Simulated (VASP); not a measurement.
# KTaO3 (Pm-3m) in VASP: single point with PBEsol

Aim: the single point of KTaO3 with PBEsol.

All numbers are computed with VASP 6.6.1; they aren't measurements. Logs are shortened: lines on timing, memory, paths and dates and some standing lists are left out, and cuts for length are marked.

## (1) The cell of the first run

The structure is cubic, space group Pm-3m (No. 221). The conventional cell has a = 3.985 Å, b = 3.985 Å, c = 3.985 Å, α = 90.00°, β = 90.00°, γ = 90.00°. Within 3.7 Å of K (site symmetry m-3m) lie 12 O at 2.82 Å and 8 Ta at 3.45 Å. Within 2.6 Å of Ta (site symmetry m-3m) lie 6 O at 1.99 Å. Within 2.6 Å of O (site symmetry 4/mmm) lie 2 Ta at 1.99 Å.

## (2) Single point, PBEsol

INCAR

```
ALGO = Normal
EDIFF = 1E-6
ENCUT = 520
GGA = PS
ISIF = 2
ISMEAR = -1
LASPH = True
LCHARG = True
LELF = True
LREAL = False
LVHAR = True
LWAVE = False
NBANDS = 49
NELM = 80
PREC = Accurate
SIGMA = 0.03
```

KPOINTS

```
k-points
0
Gamma
  6 6 6
```

POSCAR

```
KTaO3
1.0
   -2.8180304918      2.8180304918      3.9853126720
    2.8180304918     -2.8180304918      3.9853126720
    2.8180304918      2.8180304918     -3.9853126720
K Ta O
2 2 6
Direct
    0.7500000000      0.2500000000      0.5000000000
    0.2500000000      0.7500000000      0.5000000000
    0.0000000000      0.0000000000      0.0000000000
    0.5000000000      0.5000000000      0.0000000000
    0.7500019626      0.2500019626      0.0000039252
    0.2500019626      0.2499980374      0.5000000000
    0.7499980374      0.7500019626      0.5000000000
    0.2499980374      0.7499980374      0.9999960748
    0.7500000000      0.7500000000      0.0000000000
    0.2500000000      0.2500000000      0.0000000000
```

Potentials or basis: VASP PAW PBE potentials, release 64 (K_sv, Ta_pv, O).

Command:

```console
$ cat potpaw_PBE.64/K_sv/POTCAR potpaw_PBE.64/Ta_pv/POTCAR potpaw_PBE.64/O/POTCAR > POTCAR
$ mpirun -np 1 vasp_std > vasp.out
```

OUTCAR:

```text
EDIFF = 1E-6
   ENCUT = 520
   GGA = PS
   ISIF = 2
   ISMEAR = -1
   LASPH = True
   LREAL = False
   NELM = 80
   PREC = Accurate

 ion  position               nearest neighbor table
   1  0.750  0.250  0.500-   8 2.82   7 2.82   6 2.82   5 2.82   9 2.82  10 2.82   9 2.82  10 2.82
                             5 2.82   7 2.82   6 2.82   8 2.82   3 3.45   3 3.45   4 3.45   4 3.45
   2  0.250  0.750  0.500-   5 2.82   6 2.82   7 2.82   8 2.82   9 2.82  10 2.82  10 2.82   9 2.82
                             8 2.82   7 2.82   6 2.82   5 2.82   4 3.45   3 3.45   4 3.45   3 3.45
   3  0.000  0.000  0.000-   5 1.99   6 1.99   8 1.99   7 1.99  10 1.99   9 1.99   1 3.45   2 3.45
                             1 3.45   1 3.45   2 3.45   2 3.45   1 3.45   2 3.45
   4  0.500  0.500  0.000-   5 1.99   7 1.99   8 1.99   6 1.99  10 1.99   9 1.99   1 3.45   2 3.45
                             2 3.45   1 3.45   2 3.45   1 3.45   2 3.45   1 3.45
   5  0.750  0.250  0.000-   3 1.99   4 1.99   2 2.82   1 2.82   1 2.82   2 2.82
   6  0.250  0.250  0.500-   4 1.99   3 1.99   1 2.82   2 2.82   2 2.82   1 2.82
   7  0.750  0.750  0.500-   3 1.99   4 1.99   1 2.82   2 2.82   2 2.82   1 2.82
   8  0.250  0.750  1.000-   3 1.99   4 1.99   1 2.82   2 2.82   2 2.82   1 2.82
   9  0.750  0.750  0.000-   3 1.99   4 1.99   1 2.82   2 2.82   1 2.82   2 2.82
  10  0.250  0.250  0.000-   3 1.99   4 1.99   1 2.82   2 2.82   2 2.82   1 2.82

  LATTYP: Found a face centered cubic cell.
 ALAT       =     7.9706096127

  Lattice vectors:

 A1 = (   2.8180304918,  -2.8180304918,  -3.9853126720)
 A2 = (   2.8180304918,   2.8180304918,  -3.9853126720)
 A3 = (   5.6360609836,   0.0000000000,   0.0000000000)

Analysis of symmetry for initial positions (statically):
=====================================================================
 Subroutine PRICEL returns following result:

  LATTYP: Found a simple cubic cell.
 ALAT       =     3.9852969407

  Lattice vectors:

 A1 = (  -2.8180304918,   2.8180304918,   0.0000000000)
 A2 = (   2.8180304918,   2.8180304918,   0.0000000000)
 A3 = (   0.0000000000,   0.0000000000,  -3.9853126720)

   2 primitive cells build up your supercell.

 Routine SETGRP: Setting up the symmetry group for a
 face centered cubic supercell.

 Subroutine GETGRP returns: Found 48 space group operations
 (whereof 48 operations were pure point group operations)
 out of a pool of 48 trial point group operations.

The static configuration has the point symmetry O_h .

Analysis of symmetry for dynamics (positions and initial velocities):
=====================================================================
 Subroutine PRICEL returns following result:

  LATTYP: Found a simple cubic cell.
 ALAT       =     3.9852969407

  Lattice vectors:

 A1 = (  -2.8180304918,   2.8180304918,   0.0000000000)
 A2 = (   2.8180304918,   2.8180304918,   0.0000000000)
 A3 = (   0.0000000000,   0.0000000000,  -3.9853126720)

   2 primitive cells build up your supercell.

 Routine SETGRP: Setting up the symmetry group for a
 face centered cubic supercell.

 Subroutine GETGRP returns: Found 48 space group operations
 (whereof 48 operations were pure point group operations)
 out of a pool of 48 trial point group operations.

The dynamic configuration has the point symmetry O_h .

 Subroutine INISYM returns: Found 48 space group operations
 (whereof 48 operations are pure point group operations),
 and found     2 'primitive' translations

----------------------------------------------------------------------------------------

                                     Primitive cell

  volume of cell :      63.2971

  direct lattice vectors                    reciprocal lattice vectors
    -2.818030492  2.818030492  0.000000000    -0.177428882  0.177428882  0.000000000
     2.818030492  2.818030492  0.000000000     0.177428882  0.177428882  0.000000000
     0.000000000  0.000000000 -3.985312672     0.000000000  0.000000000 -0.250921341

  length of vectors
     3.985296941  3.985296941  3.985312672     0.250922331  0.250922331  0.250921341

  position of ions in fractional coordinates (direct lattice)
     0.500000000  0.500000000  0.500000000
     0.000000000  0.000000000  0.000000000
     0.500000000  0.000003925  1.000000000
     0.000003925  0.500000000  0.000000000
     0.000000000  0.000000000  0.500000000

  ion indices of the primitive-cell ions
   primitive index   ion index
                 1           1
                 2           3
                 3           5
                 4           6
                 5           9

----------------------------------------------------------------------------------------

 KPOINTS: k-points

Automatic generation of k-mesh.
 Grid dimensions read from file:
 generate k-points for:    6    6    6

 Generating k-lattice:

  Cartesian coordinates                     Fractional coordinates (reciprocal lattice)
     0.000000000  0.029571480  0.020910112     0.166666667  0.000000000  0.000000000
     0.029571480  0.000000000  0.020910112     0.000000000  0.166666667  0.000000000
     0.029571480  0.029571480  0.000000000     0.000000000  0.000000000  0.166666667

  Length of vectors
     0.036217471  0.036217471  0.041820389

  Shift w.r.t. Gamma in fractional coordinates (k-lattice)
     0.000000000  0.000000000  0.000000000

 Subroutine IBZKPT returns following result:
 ===========================================

 Found     16 irreducible k-points:

 Following reciprocal coordinates:
            Coordinates               Weight
  0.000000  0.000000  0.000000      1.000000
  0.166667  0.000000  0.000000      8.000000
  0.333333 -0.000000  0.000000      8.000000
  0.500000 -0.000000  0.000000      4.000000
  0.166667  0.166667  0.000000     12.000000
  0.333333  0.166667  0.000000     24.000000
[... 8 lines left out ...]
  0.333333  0.166667  0.166667     24.000000
  0.333333  0.333333  0.166667     12.000000
   k-points           NKPTS =     16   k-points in BZ     NKDIM =     16   number of bands    NBANDS=     49
   number of dos      NEDOS =    301   number of ions     NIONS =     10
   total plane-waves  NPLWV =  74088
   dimension x,y,z NGX =    42 NGY =   42 NGZ =   42
   dimension x,y,z NGXF=    84 NGYF=   84 NGZF=   84
   ions per type =               2   2   6
   NGX,Y,Z   is equivalent  to a cutoff of  12.39, 12.39, 12.39 a.u.
   NGXF,Y,Z  is equivalent  to a cutoff of  24.78, 24.78, 24.78 a.u.
 SYSTEM =  unknown system
   PREC   = accura    normal or accurate (medium, high low for compatibility)
   ISTART =      0    job   : 0-new  1-cont  2-samecut
   ICHARG =      2    charge: 1-file 2-atom 10-const
   ISPIN  =      1    spin polarized calculation?
   LNONCOLLINEAR =      F non collinear calculations
   LSORBIT =      F    spin-orbit coupling
   LASPH  =      T    aspherical Exc in radial PAW
   ENCUT  =  520.0 eV  38.22 Ry    6.18 a.u.  10.48 10.48 10.48*2*pi/ulx,y,z
   NELM   =     80;   NELMIN=  2; NELMDL= -5     # of ELM steps
   EDIFF  = 0.1E-05   stopping-criterion for ELM
   LREAL  =      F    real-space projection
   EDIFFG = 0.1E-04   stopping-criterion for IOM
   NSW    =      0    number of steps for IOM
   IBRION =     -1    ionic relax: 0-MD 1-quasi-New 2-CG
   NFREE  =      0    steps in history (QN), initial steepest desc. (CG)
   ISIF   =      2    stress and relaxation
   ISYM   =      2    0-nonsym 1-usesym 2-fastsym
   POTIM  = 0.5000    time-step for ionic-motion
   TEBEG  =    0.0;   TEEND  =   0.0 temperature during run
   PSTRESS=    0.0 pullay stress
   NELECT =      76.0000    total number of electrons
   NUPDOWN=      -1.0000    fix difference up-down
   EMIN   =  10.00;   EMAX   =-10.00  energy-range for DOS
   EFERMI =   0.00;   METHOD = LEGACY
   ISMEAR =    -1;   SIGMA  =   0.03  broadening in eV -4-tet -1-fermi 0-gaus
   EFERMI_NEDOS =   21; number of points for ismear=-14 and -15
   IALGO  =     38    algorithm
   IMIX   =      4    mixing-type and parameters
     AMIX     =   0.40;   BMIX     =  1.00
     AMIX_MAG =   1.60;   BMIX_MAG =  1.00
  volume/ion in A,a.u.               =      12.66        85.43
  Fermi-wavevector in a.u.,A,eV,Ry     =   1.381046  2.609798 25.950225  1.907288
  Thomas-Fermi vector in A             =   2.505867
   LORBIT       =      0    0 simple, 1 ext, 2 COOP (PROOUT), +10 PAW based schemes
   GGA     = PS    functional components
   LHFCALC =     F    Hartree Fock is set to
   AEXX    =    0.0000 exact exchange contribution
   IVDW    =     0    specifies the selected vdW correction
   LEPSILON=     F    determine dielectric tensor
   LRPA    =     F    only Hartree local field effects (RPA)
 non-spin polarized calculation
  energy-cutoff  :      520.00
  volume of cell :      126.59
 maximum number of plane-waves:      3479
 NGX is ok and might be reduce to    42
   NGX = 21   NGY = 21   NGZ = 21

 number of electron      76.0000046 magnetization

 Free energy of the ion-electron system (eV)
  ---------------------------------------------------
  ext. energy  EPLUGINS =         0.00000000
  ---------------------------------------------------
  free energy    TOTEN  =       -85.84122351 eV

  energy without entropy =      -85.84122351  energy(sigma->0) =      -85.84122351

 E-fermi :   2.4383     XC(G=0): -11.1513

 val. band max:        1.6784635610   @ k =   0.0000   0.0000   0.0000
 cond. band min:       3.7677946699   @ k =   0.0000   0.0000   0.0000
 fundamental gap:      2.0893311089
 Fermi energy:         2.4382996925

 k-point     1 :       0.0000    0.0000    0.0000
  band No.  band energies     occupation
      1     -32.4589      2.00000
      2     -32.4589      2.00000
      3     -32.4588      2.00000
      4     -32.3755      2.00000
      5     -32.3755      2.00000
      6     -32.3755      2.00000
[... 41 lines left out ...]
     48       9.5885      0.00000
     49       9.5885      0.00000

 k-point     2 :       0.1667    0.0000    0.0000
  band No.  band energies     occupation
      1     -32.4536      2.00000
      2     -32.4534      2.00000
      3     -32.4533      2.00000
      4     -32.3815      2.00000
      5     -32.3812      2.00000
      6     -32.3812      2.00000
[... 41 lines left out ...]
     48       9.8759      0.00000
     49       9.8759      0.00000

 k-point     3 :       0.3333   -0.0000    0.0000
  band No.  band energies     occupation
      1     -32.4389      2.00000
      2     -32.4383      2.00000
      3     -32.4383      2.00000
      4     -32.3974      2.00000
      5     -32.3967      2.00000
      6     -32.3966      2.00000
[... 41 lines left out ...]
     48      10.6435      0.00000
     49      10.6551      0.00000

 k-point     4 :       0.5000   -0.0000    0.0000
  band No.  band energies     occupation
      1     -32.4185      2.00000
      2     -32.4185      2.00000
      3     -32.4176      2.00000
      4     -32.4176      2.00000
      5     -32.4175      2.00000
      6     -32.4175      2.00000
[... 561 lines left out ...]
     48      10.8678      0.00000
     49      10.9690      0.00000

 k-point    15 :       0.3333    0.1667    0.1667
  band No.  band energies     occupation
      1     -32.4590      2.00000
      2     -32.4590      2.00000
      3     -32.4178      2.00000
      4     -32.4178      2.00000
      5     -32.3766      2.00000
      6     -32.3766      2.00000
[... 41 lines left out ...]
     48      11.1267      0.00000
     49      11.5283      0.00000

 k-point    16 :       0.3333    0.3333    0.1667
  band No.  band energies     occupation
      1     -32.4665      2.00000
      2     -32.4642      2.00000
      3     -32.4404      2.00000
      4     -32.3949      2.00000
      5     -32.3710      2.00000
      6     -32.3693      2.00000
[... 41 lines left out ...]
     48      11.0060      0.00000
     49      11.3757      0.00000

------------------------ aborting loop because EDIFF is reached ----------------------------------------

  FORCE on cell =-STRESS in cart. coord.  units (eV):
  Direction    XX          YY          ZZ          XY          YZ          ZX
  --------------------------------------------------------------------------------------
  -------------------------------------------------------------------------------------
  Total        0.5860977      0.5860977      0.5861023      0.0000000      0.0000000      0.0000000
  in kB        7.4176586      7.4176586      7.4177171      0.0000000      0.0000000      0.0000000
  external PRESSURE =       7.4176781 kB  Pullay stress =       0.0000000 kB

 VOLUME and BASIS-vectors are now :
 -----------------------------------------------------------------------------
  energy-cutoff  :      520.00
  volume of cell :      126.59
      direct lattice vectors                 reciprocal lattice vectors
    -2.818030492  2.818030492  3.985312672     0.000000000  0.177428882  0.125460671
     2.818030492 -2.818030492  3.985312672     0.177428882  0.000000000  0.125460671
     2.818030492  2.818030492 -3.985312672     0.177428882  0.177428882  0.000000000

 POSITION                                       TOTAL-FORCE (eV/Angst)
 -----------------------------------------------------------------------------------
      0.00000      2.81803      1.99266         0.000000     -0.000000     -0.000000
      2.81803      0.00000      1.99266         0.000000     -0.000000     -0.000000
      0.00000      0.00000      0.00000         0.000000     -0.000000     -0.000000
      0.00000      0.00000      3.98531         0.000000     -0.000000     -0.000000
     -1.40900      1.40903      3.98531        -0.000000     -0.000000      0.000000
      1.40900      1.40903      0.00000         0.000000      0.000000     -0.000000
      1.40903      1.40900      3.98531        -0.000000      0.000000      0.000000
      4.22703      1.40900     -0.00000         0.000000     -0.000000      0.000000
      0.00000      0.00000      5.97797         0.000000      0.000000      0.000000
      0.00000      0.00000      1.99266        -0.000000     -0.000000     -0.000000
 -----------------------------------------------------------------------------------
    total drift:                               -0.000000     -0.000000      0.000000

  FREE ENERGIE OF THE ION-ELECTRON SYSTEM (eV)
  ---------------------------------------------------
  free  energy   TOTEN  =       -85.8412235093 eV

  energy  without entropy=      -85.8412235093  energy(sigma->0) =      -85.84122351
```

Run time: 2.1 min. Hardware: 1 thread of Intel Xeon Platinum 8259CL at 2.50GHz (Skylake/Cascade Lake), shared host; peak memory 0.29 GiB.

What came out:

- Free energy: -85.8412 eV
- Pressure: 0.7 GPa
- Band gap on the k mesh: 2.09 eV

Caveat: the PAW data sets were made with another functional, which shifts forces and pressure a little; spin-orbit coupling is left out, which moves the levels of the heavy elements. A k mesh can miss the band edges.
